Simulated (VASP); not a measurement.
# BP (F-43m) in VASP: notebook

Runs on BP. Level: PBE. Tasks: single point.

Everything below comes from runs of VASP 6.6.1. Logs are shortened: lines on timing, memory, paths and dates and some standing lists are left out, and cuts for length are marked.

**1. The cell of the first run**

Symmetry: F-43m, No. 216, cubic system. Conventional cell: a = 4.538 Å, b = 4.538 Å, c = 4.538 Å, α = 90.00°, β = 90.00°, γ = 90.00°. Within 2.6 Å of P (site symmetry -43m) lie 4 B at 1.97 Å. Within 2.6 Å of B (site symmetry -43m) lie 4 P at 1.97 Å.

**2. Single point, PBE**

File INCAR:

```
SYSTEM = BP
ALGO     = Normal         ! electronic algorithm
EDIFF    = 1E-6           ! SCF threshold, eV
ENCUT    = 520            ! plane-wave cutoff, eV
GGA      = PE             ! functional
ISIF     = 2              ! what is computed and relaxed
ISMEAR   = 0              ! smearing method
LASPH    = .True.         ! aspherical terms in the spheres
LCHARG   = .False.        ! write CHGCAR
LREAL    = .False.        ! projectors in reciprocal space
LWAVE    = .False.        ! write WAVECAR
NBANDS   = 11             ! bands
NELM     = 100            ! most SCF steps
PREC     = Accurate       ! precision mode
SIGMA    = 0.015          ! smearing width, eV
```

File KPOINTS:

```
k-points
0
Gamma
  10 10 10
  0 0 0
```

File POSCAR:

```
BP
1.0
    0.0000000000      2.2690000000      2.2690000000
    2.2690000000      0.0000000000      2.2690000000
    2.2690000000      2.2690000000      0.0000000000
P B
1 1
Direct
    0.7500000000      0.7500000000      0.7500000000
    0.0000000000      0.0000000000      0.0000000000
```

Potentials or basis: VASP PAW PBE potentials, release 64 (P, B).

Launch:

```sh
$ cat potpaw_PBE.64/P/POTCAR potpaw_PBE.64/B/POTCAR > POTCAR
$ mpirun -np 1 vasp_std > vasp.out
```

OUTCAR:

```text
SYSTEM = BP
   EDIFF = 1E-6
   ENCUT = 520
   GGA = PE
   ISIF = 2
   ISMEAR = 0
   LASPH = .True.
   LREAL = .False.
   NELM = 100
   PREC = Accurate

 ion  position               nearest neighbor table
   1  0.750  0.750  0.750-   2 1.97   2 1.97   2 1.97   2 1.97
   2  0.000  0.000  0.000-   1 1.97   1 1.97   1 1.97   1 1.97

  LATTYP: Found a face centered cubic cell.
 ALAT       =     4.5380000000

  Lattice vectors:

 A1 = (   0.0000000000,   2.2690000000,   2.2690000000)
 A2 = (   2.2690000000,   0.0000000000,   2.2690000000)
 A3 = (   2.2690000000,   2.2690000000,   0.0000000000)

Analysis of symmetry for initial positions (statically):
=====================================================================
 Subroutine PRICEL returns:
 Original cell was already a primitive cell.

 Routine SETGRP: Setting up the symmetry group for a
 face centered cubic supercell.

 Subroutine GETGRP returns: Found 24 space group operations
 (whereof 24 operations were pure point group operations)
 out of a pool of 48 trial point group operations.

The static configuration has the point symmetry T_d .

Analysis of symmetry for dynamics (positions and initial velocities):
=====================================================================
 Subroutine PRICEL returns:
 Original cell was already a primitive cell.

 Routine SETGRP: Setting up the symmetry group for a
 face centered cubic supercell.

 Subroutine GETGRP returns: Found 24 space group operations
 (whereof 24 operations were pure point group operations)
 out of a pool of 48 trial point group operations.

The dynamic configuration has the point symmetry T_d .

 Subroutine INISYM returns: Found 24 space group operations
 (whereof 24 operations are pure point group operations),
 and found     1 'primitive' translations

----------------------------------------------------------------------------------------

                                     Primitive cell

  volume of cell :      23.3633

  direct lattice vectors                    reciprocal lattice vectors
     0.000000000  2.269000000  2.269000000    -0.220361393  0.220361393  0.220361393
     2.269000000  0.000000000  2.269000000     0.220361393 -0.220361393  0.220361393
     2.269000000  2.269000000  0.000000000     0.220361393  0.220361393 -0.220361393

  length of vectors
     3.208850573  3.208850573  3.208850573     0.381677128  0.381677128  0.381677128

  position of ions in fractional coordinates (direct lattice)
     0.750000000  0.750000000  0.750000000
     0.000000000  0.000000000  0.000000000

  ion indices of the primitive-cell ions
   primitive index   ion index
                 1           1
                 2           2

----------------------------------------------------------------------------------------

 KPOINTS: k-points

Automatic generation of k-mesh.
 Grid dimensions read from file:
 generate k-points for:   10   10   10

 Generating k-lattice:

  Cartesian coordinates                     Fractional coordinates (reciprocal lattice)
    -0.022036139  0.022036139  0.022036139     0.100000000  0.000000000  0.000000000
     0.022036139 -0.022036139  0.022036139     0.000000000  0.100000000  0.000000000
     0.022036139  0.022036139 -0.022036139     0.000000000  0.000000000  0.100000000

  Length of vectors
     0.038167713  0.038167713  0.038167713

  Shift w.r.t. Gamma in fractional coordinates (k-lattice)
     0.000000000  0.000000000  0.000000000

 Subroutine IBZKPT returns following result:
 ===========================================

 Found     47 irreducible k-points:

 Following reciprocal coordinates:
            Coordinates               Weight
  0.000000  0.000000  0.000000      1.000000
  0.100000  0.000000  0.000000      8.000000
  0.200000  0.000000  0.000000      8.000000
  0.300000  0.000000  0.000000      8.000000
  0.400000  0.000000  0.000000      8.000000
  0.500000  0.000000  0.000000      4.000000
[... 16 lines left out ...]
  0.300000  0.300000  0.000000      6.000000
  0.400000  0.300000  0.000000     24.000000
 [... further k-points ...]
   k-points           NKPTS =     47   k-points in BZ     NKDIM =     47   number of bands    NBANDS=     11
   number of dos      NEDOS =    301   number of ions     NIONS =      2
   total plane-waves  NPLWV =  13824
   dimension x,y,z NGX =    24 NGY =   24 NGZ =   24
   dimension x,y,z NGXF=    48 NGYF=   48 NGZF=   48
   ions per type =               1   1
   NGX,Y,Z   is equivalent  to a cutoff of  12.43, 12.43, 12.43 a.u.
   NGXF,Y,Z  is equivalent  to a cutoff of  24.87, 24.87, 24.87 a.u.
 SYSTEM =  BP
   PREC   = accura    normal or accurate (medium, high low for compatibility)
   ISTART =      0    job   : 0-new  1-cont  2-samecut
   ICHARG =      2    charge: 1-file 2-atom 10-const
   ISPIN  =      1    spin polarized calculation?
   LNONCOLLINEAR =      F non collinear calculations
   LSORBIT =      F    spin-orbit coupling
   LASPH  =      T    aspherical Exc in radial PAW
   ENCUT  =  520.0 eV  38.22 Ry    6.18 a.u.   5.97  5.97  5.97*2*pi/ulx,y,z
   NELM   =    100;   NELMIN=  2; NELMDL= -5     # of ELM steps
   EDIFF  = 0.1E-05   stopping-criterion for ELM
   LREAL  =      F    real-space projection
   EDIFFG = 0.1E-04   stopping-criterion for IOM
   NSW    =      0    number of steps for IOM
   IBRION =     -1    ionic relax: 0-MD 1-quasi-New 2-CG
   NFREE  =      0    steps in history (QN), initial steepest desc. (CG)
   ISIF   =      2    stress and relaxation
   ISYM   =      2    0-nonsym 1-usesym 2-fastsym
   POTIM  = 0.5000    time-step for ionic-motion
   TEBEG  =    0.0;   TEEND  =   0.0 temperature during run
   PSTRESS=    0.0 pullay stress
   NELECT =       8.0000    total number of electrons
   NUPDOWN=      -1.0000    fix difference up-down
   EMIN   =  10.00;   EMAX   =-10.00  energy-range for DOS
   EFERMI =   0.00;   METHOD = LEGACY
   ISMEAR =     0;   SIGMA  =   0.01  broadening in eV -4-tet -1-fermi 0-gaus
   EFERMI_NEDOS =   21; number of points for ismear=-14 and -15
   IALGO  =     38    algorithm
   IMIX   =      4    mixing-type and parameters
     AMIX     =   0.40;   BMIX     =  1.00
     AMIX_MAG =   1.60;   BMIX_MAG =  1.00
  volume/ion in A,a.u.               =      11.68        78.83
  Fermi-wavevector in a.u.,A,eV,Ry     =   1.145320  2.164342 17.847562  1.311759
  Thomas-Fermi vector in A             =   2.282009
   LORBIT       =      0    0 simple, 1 ext, 2 COOP (PROOUT), +10 PAW based schemes
   GGA     = PE    functional components
   LHFCALC =     F    Hartree Fock is set to
   AEXX    =    0.0000 exact exchange contribution
   IVDW    =     0    specifies the selected vdW correction
   LEPSILON=     F    determine dielectric tensor
   LRPA    =     F    only Hartree local field effects (RPA)
 non-spin polarized calculation
 Gauss-broadening in eV      SIGMA  =   0.01
  energy-cutoff  :      520.00
  volume of cell :       23.36
 maximum number of plane-waves:       639
   NGX = 11   NGY = 11   NGZ = 11

 number of electron       8.0000000 magnetization

 Free energy of the ion-electron system (eV)
  ---------------------------------------------------
  ext. energy  EPLUGINS =         0.00000000
  ---------------------------------------------------
  free energy    TOTEN  =       -12.93048094 eV

  energy without entropy =      -12.93048094  energy(sigma->0) =      -12.93048094

 E-fermi :   7.5676     XC(G=0): -10.9072

 val. band max:        7.4329392160   @ k =   0.0000   0.0000   0.0000
 cond. band min:       8.6721153515   @ k =   0.4000   0.4000   0.0000
 fundamental gap:      1.2391761355
 Fermi energy:         7.5675743907

 k-point     1 :       0.0000    0.0000    0.0000
  band No.  band energies     occupation
      1      -8.0275      2.00000
      2       7.4329      2.00000
      3       7.4329      2.00000
      4       7.4329      2.00000
      5      10.8336      0.00000
      6      10.8336      0.00000
      7      10.8336      0.00000
      8      14.8072      0.00000
      9      18.9456      0.00000
     10      19.5616      0.00000
     11      19.5616      0.00000

 k-point     2 :       0.1000    0.0000    0.0000
  band No.  band energies     occupation
      1      -7.8473      2.00000
      2       6.1309      2.00000
      3       7.1381      2.00000
      4       7.1381      2.00000
      5      11.2418      0.00000
      6      11.2418      0.00000
      7      11.2703      0.00000
      8      15.3283      0.00000
      9      18.8776      0.00000
     10      18.8776      0.00000
     11      19.5144      0.00000

 k-point     3 :       0.2000    0.0000    0.0000
  band No.  band energies     occupation
      1      -7.3137      2.00000
      2       3.7893      2.00000
      3       6.5790      2.00000
      4       6.5790      2.00000
      5      11.4680      0.00000
      6      11.9616      0.00000
      7      11.9616      0.00000
      8      16.5013      0.00000
      9      18.2767      0.00000
     10      18.2767      0.00000
     11      20.3745      0.00000

 k-point     4 :       0.3000    0.0000    0.0000
  band No.  band energies     occupation
      1      -6.4566      2.00000
      2       1.4300      2.00000
      3       6.0900      2.00000
      4       6.0900      2.00000
      5      11.3743      0.00000
      6      12.2909      0.00000
      7      12.2909      0.00000
      8      17.4120      0.00000
      9      18.8536      0.00000
     10      18.8536      0.00000
     11      20.6373      0.00000
[... 239 lines left out ...]
 k-point    22 :      -0.2000    0.2000    0.0000
  band No.  band energies     occupation
      1      -6.1651      2.00000
      2       2.1840      2.00000
      3       3.2611      2.00000
      4       6.1893      2.00000
      5      11.9078      0.00000
      6      12.7494      0.00000
      7      13.8202      0.00000
      8      15.7721      0.00000
      9      16.9353      0.00000
     10      21.0502      0.00000
     11      23.2379      0.00000

 k-point    23 :       0.3000    0.3000    0.0000
  band No.  band energies     occupation
      1      -5.9129      2.00000
      2       2.6005      2.00000
      3       4.2122      2.00000
      4       4.2122      2.00000
      5       8.9572      0.00000
      6      11.3432      0.00000
      7      16.2982      0.00000
      8      16.2982      0.00000
      9      20.4925      0.00000
     10      21.8175      0.00000
     11      23.9730      0.00000

 k-point    24 :       0.4000    0.3000    0.0000
  band No.  band energies     occupation
      1      -5.0879      2.00000
      2       1.2728      2.00000
      3       3.3845      2.00000
      4       3.9176      2.00000
      5       9.2444      0.00000
      6      11.0561      0.00000
      7      16.9123      0.00000
      8      16.9206      0.00000
      9      21.4338      0.00000
     10      22.6949      0.00000
     11      24.4914      0.00000

 [... further k-points ...]
[... 5 lines left out ...]
  --------------------------------------------------------------------------------------
  -------------------------------------------------------------------------------------
  Total        0.1296651      0.1296651      0.1296651     -0.0000000      0.0000000      0.0000000
  in kB        8.8920178      8.8920178      8.8920178     -0.0000000      0.0000000      0.0000000
  external PRESSURE =       8.8920178 kB  Pullay stress =       0.0000000 kB

 VOLUME and BASIS-vectors are now :
 -----------------------------------------------------------------------------
  energy-cutoff  :      520.00
  volume of cell :       23.36
      direct lattice vectors                 reciprocal lattice vectors
     0.000000000  2.269000000  2.269000000    -0.220361393  0.220361393  0.220361393
     2.269000000  0.000000000  2.269000000     0.220361393 -0.220361393  0.220361393
     2.269000000  2.269000000  0.000000000     0.220361393  0.220361393 -0.220361393

 POSITION                                       TOTAL-FORCE (eV/Angst)
 -----------------------------------------------------------------------------------
      3.40350      3.40350      3.40350        -0.000000     -0.000000      0.000000
      0.00000      0.00000      0.00000         0.000000      0.000000     -0.000000
 -----------------------------------------------------------------------------------
    total drift:                               -0.000000     -0.000000     -0.000000

  FREE ENERGIE OF THE ION-ELECTRON SYSTEM (eV)
  ---------------------------------------------------
  free  energy   TOTEN  =       -12.9304809422 eV

  energy  without entropy=      -12.9304809422  energy(sigma->0) =      -12.93048094
```

Wall time 6.3 s (1 thread of Intel Xeon 6975P-C, shared host); peak memory 0.14 GiB.

What came out:

| Quantity | Value |
| --- | --- |
| Free energy | -12.9305 eV |
| Pressure | 0.9 GPa |
| Band gap on the k mesh | 1.24 eV, indirect (least direct gap 3.40 eV) |

**3. Single point, PBE**

File INCAR:

```
PREC = Accurate
ENCUT = 520
EDIFF = 1E-7
ISMEAR = 0
SIGMA = 0.014
LREAL = F
LASPH = T
NELM = 80
ALGO = Normal
ISIF = 2
LWAVE = F
LCHARG = F
GGA = PE
NBANDS = 11
```

File KPOINTS:

```
regular mesh
0
Gamma
  10 10 10
```

POSCAR is that of step 2.

Potentials or basis: VASP PAW PBE potentials, release 64 (P, B).

Launch:

```sh
$ cat potpaw_PBE.64/P/POTCAR potpaw_PBE.64/B/POTCAR > POTCAR
$ mpirun -np 1 vasp_std > vasp.out
```

Run time: 7.8 s. Hardware: 1 thread of Intel Xeon 6975P-C, shared host; peak memory 0.13 GiB.

The run converged. Its results:

```yaml
Free_energy: -12.9305 eV
Pressure: 0.9 GPa
Band_gap_on_the_k_mesh: 1.24 eV, indirect (least direct gap 3.40 eV)
```

Levels at points of the mesh, in eV from the valence-band top:
```tsv
k point	band 1	band 2	band 3	band 4	band 5	band 6	band 7	band 8	band 9
(0.00, 0.00, 0.00)	-15.46	0.00	0.00	0.00	3.40	3.40	3.40	7.37	11.51
(0.50, 0.00, 0.00)	-12.14	-9.03	-1.76	-1.76	3.78	4.71	4.71	10.13	14.63
(0.50, 0.50, 0.00)	-10.61	-8.58	-4.11	-4.11	1.33	1.66	12.12	12.12	15.23
```

A k mesh can miss the band edges.

**4. Single point, PBE**

File INCAR:

```
  PREC = Accurate
  ENCUT = 520
  EDIFF = 1E-6
  ISMEAR = 0
  SIGMA = 0.028999999999999998
  LREAL = F
  LASPH = T
  NELM = 80
  ALGO = Normal
  ISIF = 2
  LWAVE = F
  LCHARG = T
  GGA = PE
  LELF = T
  LVHAR = T
  NBANDS = 11
```

File KPOINTS:

```
Automatic mesh
0
Gamma
  10 10 10
```

POSCAR is that of step 3.

Potentials or basis: VASP PAW PBE potentials, release 64 (P, B).

Launch:

```sh
$ cat potpaw_PBE.64/P/POTCAR potpaw_PBE.64/B/POTCAR > POTCAR
$ mpirun -np 1 vasp_std > vasp.out
```

OUTCAR:

```text
PREC = Accurate
   ENCUT = 520
   EDIFF = 1E-6
   ISMEAR = 0
   LREAL = F
   LASPH = T
   NELM = 80
   ISIF = 2
   GGA = PE

 ion  position               nearest neighbor table
   1  0.750  0.750  0.750-   2 1.97   2 1.97   2 1.97   2 1.97
   2  0.000  0.000  0.000-   1 1.97   1 1.97   1 1.97   1 1.97

  LATTYP: Found a face centered cubic cell.
 ALAT       =     4.5380000000

  Lattice vectors:

 A1 = (   0.0000000000,   2.2690000000,   2.2690000000)
[... 522 lines left out ...]
------------------------ aborting loop because EDIFF is reached ----------------------------------------

  FORCE on cell =-STRESS in cart. coord.  units (eV):
  Direction    XX          YY          ZZ          XY          YZ          ZX
  --------------------------------------------------------------------------------------
  -------------------------------------------------------------------------------------
  Total        0.1296651      0.1296651      0.1296651     -0.0000000     -0.0000000     -0.0000000
  in kB        8.8920178      8.8920178      8.8920178     -0.0000000     -0.0000000     -0.0000000
  external PRESSURE =       8.8920178 kB  Pullay stress =       0.0000000 kB

 VOLUME and BASIS-vectors are now :
 -----------------------------------------------------------------------------
  energy-cutoff  :      520.00
  volume of cell :       23.36
      direct lattice vectors                 reciprocal lattice vectors
     0.000000000  2.269000000  2.269000000    -0.220361393  0.220361393  0.220361393
     2.269000000  0.000000000  2.269000000     0.220361393 -0.220361393  0.220361393
     2.269000000  2.269000000  0.000000000     0.220361393  0.220361393 -0.220361393

 POSITION                                       TOTAL-FORCE (eV/Angst)
 -----------------------------------------------------------------------------------
      3.40350      3.40350      3.40350        -0.000000     -0.000000     -0.000000
      0.00000      0.00000      0.00000         0.000000      0.000000      0.000000
 -----------------------------------------------------------------------------------
    total drift:                               -0.000000     -0.000000     -0.000000

  FREE ENERGIE OF THE ION-ELECTRON SYSTEM (eV)
  ---------------------------------------------------
  free  energy   TOTEN  =       -12.9304809422 eV

  energy  without entropy=      -12.9304809422  energy(sigma->0) =      -12.93048094
```

stdout:

```text
POSCAR found type information on POSCAR P B
 POSCAR found :  2 types and       2 ions
 scaLAPACK will be used
 LDA part: xc-table for (Slater+PW92), standard interpolation
 POSCAR, INCAR and KPOINTS ok, starting setup
 FFT: planning ... GRIDC
 FFT: planning ... GRID_SOFT
 FFT: planning ... GRID
 WAVECAR not read
 entering main loop
```

It took 6.9 s on 1 thread of Intel Xeon 6975P-C, shared host; peak memory 0.14 GiB.

What came out:

| Item | Value |
| --- | --- |
| Free energy | -12.9305 eV |
| Pressure | 0.9 GPa |
| Band gap on the k mesh | 1.24 eV, indirect (least direct gap 3.40 eV) |

Levels at points of the mesh, in eV from the valence-band top:
```tsv
k point	band 1	band 2	band 3	band 4	band 5	band 6	band 7	band 8	band 9
(0.00, 0.00, 0.00)	-15.46	0.00	0.00	0.00	3.40	3.40	3.40	7.37	11.51
(0.50, 0.00, 0.00)	-12.14	-9.03	-1.76	-1.76	3.78	4.71	4.71	10.13	14.63
(0.50, 0.50, 0.00)	-10.61	-8.58	-4.11	-4.11	1.33	1.66	12.12	12.12	15.23
```

(Part 1 of 2 ends here.)
